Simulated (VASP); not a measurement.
# Hf2HC (R-3m) in VASP: single point with PBEsol

Aim: the single point of Hf2HC with PBEsol.

Everything below comes from runs of VASP 6.6.1. Logs are shortened: lines on timing, memory, paths and dates and some standing lists are left out, and cuts for length are marked.

**1. The cell of the first run**

It takes space group R-3m (No. 166, trigonal). Conventional cell: a = 3.269 Å, b = 3.269 Å, c = 14.030 Å, α = 90.00°, β = 90.00°, γ = 120.00°. Hf (site symmetry 3m) has 3 C at 2.20 Å and 3 H at 2.24 Å within 2.9 Å. H (site symmetry -3m) has 6 Hf at 2.24 Å within 3.0 Å. Within 2.9 Å of C (site symmetry -3m) lie 6 Hf at 2.20 Å.

**2. Single point, PBEsol (strained)**

The input, INCAR:

```
SYSTEM = Hf2HC
ALGO = Normal ; EDIFF = 1E-6
ENCUT = 520 ; GGA = PS
ISIF = 2 ; ISMEAR = 0
LASPH = .True. ; LCHARG = .True.
LELF = .True. ; LREAL = .False.
LVHAR = .True. ; LWAVE = .False.
NBANDS = 20 ; NELM = 60
PREC = Accurate ; SIGMA = 0.1
```

The input, KPOINTS:

```
k-points
0
Gamma
  15 15 15
  0 0 0
```

The input, POSCAR:

```
Hf2HC
1.0
    1.6342570021      0.9435387200      4.6765220582
   -1.6342570021      0.9435387200      4.6765220582
    0.0000000000     -1.8870774402      4.6765220582
Hf H C
2 1 1
Direct
    0.7527115918      0.7527115918      0.7527115918
    0.2472884082      0.2472884082      0.2472884082
    0.0000000000      0.0000000000      0.0000000000
    0.5000000000      0.5000000000      0.5000000000
```

Potentials or basis: VASP PAW PBE potentials, release 64 (Hf_pv, H, C).

Started as:

```bash
> cat potpaw_PBE.64/Hf_pv/POTCAR potpaw_PBE.64/H/POTCAR potpaw_PBE.64/C/POTCAR > POTCAR
> mpirun -np 1 vasp_std > vasp.out
```

OUTCAR:

```text
SYSTEM = Hf2HC
   EDIFF = 1E-6
   ENCUT = 520
   GGA = PS
   ISIF = 2
   ISMEAR = 0
   LASPH = .True.
   LREAL = .False.
   NELM = 60
   PREC = Accurate

 ion  position               nearest neighbor table
   1  0.753  0.753  0.753-   4 2.20   4 2.20   4 2.20   3 2.24   3 2.24   3 2.24   2 2.95   2 2.95
                             2 2.95   2 3.06   2 3.06   2 3.06
   2  0.247  0.247  0.247-   4 2.20   4 2.20   4 2.20   3 2.24   3 2.24   3 2.24   1 2.95   1 2.95
                             1 2.95   1 3.06   1 3.06   1 3.06
   3  0.000  0.000  0.000-   1 2.24   2 2.24   1 2.24   1 2.24   2 2.24   2 2.24
   4  0.500  0.500  0.500-   2 2.20   1 2.20   2 2.20   2 2.20   1 2.20   1 2.20

  LATTYP: Found a trigonal (rhomboedric) cell.
 ALAT       =     5.0429078740
 COS(alpha) =     0.7899567953

  Lattice vectors:

 A1 = (   1.6342570021,   0.9435387200,   4.6765220582)
 A2 = (  -1.6342570021,   0.9435387200,   4.6765220582)
 A3 = (   0.0000000000,  -1.8870774402,   4.6765220582)

Analysis of symmetry for initial positions (statically):
=====================================================================
 Subroutine PRICEL returns:
 Original cell was already a primitive cell.

 Routine SETGRP: Setting up the symmetry group for a
 trigonal (rhombohedral) supercell.

 Subroutine GETGRP returns: Found 12 space group operations
 (whereof 12 operations were pure point group operations)
 out of a pool of 12 trial point group operations.

The static configuration has the point symmetry D_3d.

Analysis of symmetry for dynamics (positions and initial velocities):
=====================================================================
 Subroutine PRICEL returns:
 Original cell was already a primitive cell.

 Routine SETGRP: Setting up the symmetry group for a
 trigonal (rhombohedral) supercell.

 Subroutine GETGRP returns: Found 12 space group operations
 (whereof 12 operations were pure point group operations)
 out of a pool of 12 trial point group operations.

The dynamic configuration has the point symmetry D_3d.

 Subroutine INISYM returns: Found 12 space group operations
 (whereof 12 operations are pure point group operations),
 and found     1 'primitive' translations

----------------------------------------------------------------------------------------

                                     Primitive cell

  volume of cell :      43.2668

  direct lattice vectors                    reciprocal lattice vectors
     1.634257002  0.943538720  4.676522058     0.305949431  0.176639986  0.071278042
    -1.634257002  0.943538720  4.676522058    -0.305949431  0.176639986  0.071278042
     0.000000000 -1.887077440  4.676522058     0.000000000 -0.353279973  0.071278041

  length of vectors
     5.042907874  5.042907874  5.042907874     0.360398805  0.360398805  0.360398805

  position of ions in fractional coordinates (direct lattice)
     0.752711592  0.752711592  0.752711592
     0.247288408  0.247288408  0.247288408
     0.000000000  0.000000000  0.000000000
     0.500000000  0.500000000  0.500000000

  ion indices of the primitive-cell ions
   primitive index   ion index
                 1           1
                 2           2
                 3           3
                 4           4

----------------------------------------------------------------------------------------

 KPOINTS: k-points

Automatic generation of k-mesh.
 Grid dimensions read from file:
 generate k-points for:   15   15   15

 Generating k-lattice:

  Cartesian coordinates                     Fractional coordinates (reciprocal lattice)
     0.020396629  0.011775999  0.004751869     0.066666667 -0.000000000  0.000000000
    -0.020396629  0.011775999  0.004751869    -0.000000000  0.066666667  0.000000000
     0.000000000 -0.023551998  0.004751869     0.000000000  0.000000000  0.066666667

  Length of vectors
     0.024026587  0.024026587  0.024026587

  Shift w.r.t. Gamma in fractional coordinates (k-lattice)
     0.000000000  0.000000000  0.000000000

 Subroutine IBZKPT returns following result:
 ===========================================

 Found    344 irreducible k-points:

 Following reciprocal coordinates:
            Coordinates               Weight
  0.000000  0.000000  0.000000      1.000000
  0.066667 -0.000000 -0.000000      6.000000
  0.133333  0.000000  0.000000      6.000000
  0.200000 -0.000000  0.000000      6.000000
  0.266667  0.000000  0.000000      6.000000
  0.333333 -0.000000 -0.000000      6.000000
[... 16 lines left out ...]
  0.133333  0.133333  0.000000      6.000000
  0.200000  0.133333  0.000000     12.000000
 [... further k-points ...]
   k-points           NKPTS =    344   k-points in BZ     NKDIM =    344   number of bands    NBANDS=     20
   number of dos      NEDOS =    301   number of ions     NIONS =      4
   total plane-waves  NPLWV =  64000
   dimension x,y,z NGX =    40 NGY =   40 NGZ =   40
   dimension x,y,z NGXF=    80 NGYF=   80 NGZF=   80
   ions per type =               2   1   1
   NGX,Y,Z   is equivalent  to a cutoff of  13.19, 13.19, 13.19 a.u.
   NGXF,Y,Z  is equivalent  to a cutoff of  26.37, 26.37, 26.37 a.u.
 SYSTEM =  Hf2HC
   PREC   = accura    normal or accurate (medium, high low for compatibility)
   ISTART =      0    job   : 0-new  1-cont  2-samecut
   ICHARG =      2    charge: 1-file 2-atom 10-const
   ISPIN  =      1    spin polarized calculation?
   LNONCOLLINEAR =      F non collinear calculations
   LSORBIT =      F    spin-orbit coupling
   LASPH  =      T    aspherical Exc in radial PAW
   ENCUT  =  520.0 eV  38.22 Ry    6.18 a.u.   9.38  9.38  9.38*2*pi/ulx,y,z
   NELM   =     60;   NELMIN=  2; NELMDL= -5     # of ELM steps
   EDIFF  = 0.1E-05   stopping-criterion for ELM
   LREAL  =      F    real-space projection
   EDIFFG = 0.1E-04   stopping-criterion for IOM
   NSW    =      0    number of steps for IOM
   IBRION =     -1    ionic relax: 0-MD 1-quasi-New 2-CG
   NFREE  =      0    steps in history (QN), initial steepest desc. (CG)
   ISIF   =      2    stress and relaxation
   ISYM   =      2    0-nonsym 1-usesym 2-fastsym
   POTIM  = 0.5000    time-step for ionic-motion
   TEBEG  =    0.0;   TEEND  =   0.0 temperature during run
   PSTRESS=    0.0 pullay stress
   NELECT =      25.0000    total number of electrons
   NUPDOWN=      -1.0000    fix difference up-down
   EMIN   =  10.00;   EMAX   =-10.00  energy-range for DOS
   EFERMI =   0.00;   METHOD = LEGACY
   ISMEAR =     0;   SIGMA  =   0.10  broadening in eV -4-tet -1-fermi 0-gaus
   EFERMI_NEDOS =   21; number of points for ismear=-14 and -15
   IALGO  =     38    algorithm
   IMIX   =      4    mixing-type and parameters
     AMIX     =   0.40;   BMIX     =  1.00
     AMIX_MAG =   1.60;   BMIX_MAG =  1.00
  volume/ion in A,a.u.               =      10.82        72.99
  Fermi-wavevector in a.u.,A,eV,Ry     =   1.363547  2.576730 25.296768  1.859260
  Thomas-Fermi vector in A             =   2.489940
   LORBIT       =      0    0 simple, 1 ext, 2 COOP (PROOUT), +10 PAW based schemes
   GGA     = PS    functional components
   LHFCALC =     F    Hartree Fock is set to
   AEXX    =    0.0000 exact exchange contribution
   IVDW    =     0    specifies the selected vdW correction
   LEPSILON=     F    determine dielectric tensor
   LRPA    =     F    only Hartree local field effects (RPA)
 non-spin polarized calculation
 Gauss-broadening in eV      SIGMA  =   0.10
  energy-cutoff  :      520.00
  volume of cell :       43.27
 maximum number of plane-waves:      1183
 NGX is ok and might be reduce to    40
   NGX = 19   NGY = 19   NGZ = 19

 number of electron      25.0000000 magnetization

 Free energy of the ion-electron system (eV)
  ---------------------------------------------------
  ext. energy  EPLUGINS =         0.00000000
  ---------------------------------------------------
  free energy    TOTEN  =       -36.49936381 eV

  energy without entropy =      -36.49291158  energy(sigma->0) =      -36.49613770

 E-fermi :   6.6675     XC(G=0): -12.6103

 val. band max:        6.6647479160   @ k =  -0.4667   0.3333   0.0667
 cond. band min:       6.6695597040   @ k =   0.4667   0.4667   0.3333
 fundamental gap:      0.0048117880
 Fermi energy:         6.6675016817

 k-point     1 :       0.0000    0.0000    0.0000
  band No.  band energies     occupation
      1     -24.0824      2.00000
      2     -23.1775      2.00000
      3     -23.1775      2.00000
      4     -22.9453      2.00000
      5     -22.9453      2.00000
      6     -22.7397      2.00000
[... 12 lines left out ...]
     19      12.1764      0.00000
     20      13.2890      0.00000

 k-point     2 :       0.0667   -0.0000   -0.0000
  band No.  band energies     occupation
      1     -24.0653      2.00000
      2     -23.2006      2.00000
      3     -23.1816      2.00000
      4     -22.9757      2.00000
      5     -22.9530      2.00000
      6     -22.7510      2.00000
[... 12 lines left out ...]
     19      12.3125      0.00000
     20      13.5471      0.00000

 k-point     3 :       0.1333    0.0000    0.0000
  band No.  band energies     occupation
      1     -24.0155      2.00000
      2     -23.2658      2.00000
      3     -23.1932      2.00000
      4     -23.0601      2.00000
      5     -22.9749      2.00000
      6     -22.7846      2.00000
[... 12 lines left out ...]
     19      12.5125      0.00000
     20      13.6216      0.00000

 k-point     4 :       0.2000   -0.0000    0.0000
  band No.  band energies     occupation
      1     -23.9370      2.00000
      2     -23.3606      2.00000
      3     -23.2096      2.00000
      4     -23.1802      2.00000
      5     -23.0076      2.00000
      6     -22.8402      2.00000
[... 429 lines left out ...]
 k-point    23 :       0.1333    0.1333    0.0000
  band No.  band energies     occupation
      1     -24.0066      2.00000
      2     -23.2340      2.00000
      3     -23.2186      2.00000
      4     -23.1052      2.00000
      5     -22.9484      2.00000
      6     -22.7828      2.00000
[... 12 lines left out ...]
     19      12.9849      0.00000
     20      13.2787      0.00000

 k-point    24 :       0.2000    0.1333    0.0000
  band No.  band energies     occupation
      1     -23.9612      2.00000
      2     -23.2905      2.00000
      3     -23.2469      2.00000
      4     -23.1717      2.00000
      5     -22.9679      2.00000
      6     -22.8063      2.00000
[... 12 lines left out ...]
     19      12.9678      0.00000
     20      13.6095      0.00000

 [... further k-points ...]
[... 5 lines left out ...]
  --------------------------------------------------------------------------------------
  -------------------------------------------------------------------------------------
  Total        3.8539727      3.8539727      8.5520041      0.0000000     -0.0000000      0.0000000
  in kB      142.7134457    142.7134457    316.6825712      0.0000000     -0.0000000      0.0000000
  external PRESSURE =     200.7031542 kB  Pullay stress =       0.0000000 kB

 VOLUME and BASIS-vectors are now :
 -----------------------------------------------------------------------------
  energy-cutoff  :      520.00
  volume of cell :       43.27
      direct lattice vectors                 reciprocal lattice vectors
     1.634257002  0.943538720  4.676522058     0.305949431  0.176639986  0.071278042
    -1.634257002  0.943538720  4.676522058    -0.305949431  0.176639986  0.071278042
     0.000000000 -1.887077440  4.676522058     0.000000000 -0.353279973  0.071278041

 POSITION                                       TOTAL-FORCE (eV/Angst)
 -----------------------------------------------------------------------------------
      0.00000     -0.00000     10.56022         0.000000     -0.000000      0.121635
      0.00000     -0.00000      3.46935         0.000000      0.000000     -0.121635
      0.00000      0.00000      0.00000         0.000000      0.000000      0.000000
      0.00000     -0.00000      7.01478         0.000000      0.000000      0.000000
 -----------------------------------------------------------------------------------
    total drift:                               -0.000000      0.000000     -0.000000

  FREE ENERGIE OF THE ION-ELECTRON SYSTEM (eV)
  ---------------------------------------------------
  free  energy   TOTEN  =       -36.4993638107 eV

  energy  without entropy=      -36.4929115809  energy(sigma->0) =      -36.49613770
```

Wall time 7.1 min (1 thread of Intel Xeon Platinum 8375C at 2.90GHz (Ice Lake), shared host); peak memory 0.46 GiB.

Results:

| Quantity | Value |
| --- | --- |
| Free energy | -36.4994 eV |
| Pressure | 20.1 GPa |
| Largest force | 0.122 eV/Å |

Forces on the atoms (eV/Å):
```
Hf   0.000  0.000  0.122
Hf   0.000  0.000 -0.122
H    0.000  0.000  0.000
C    0.000  0.000  0.000
```

Caveat: the cell differs from its parent crystal (strained); the PAW data sets were made with another functional, which shifts forces and pressure a little; spin-orbit coupling is left out, which moves the levels of the heavy elements.
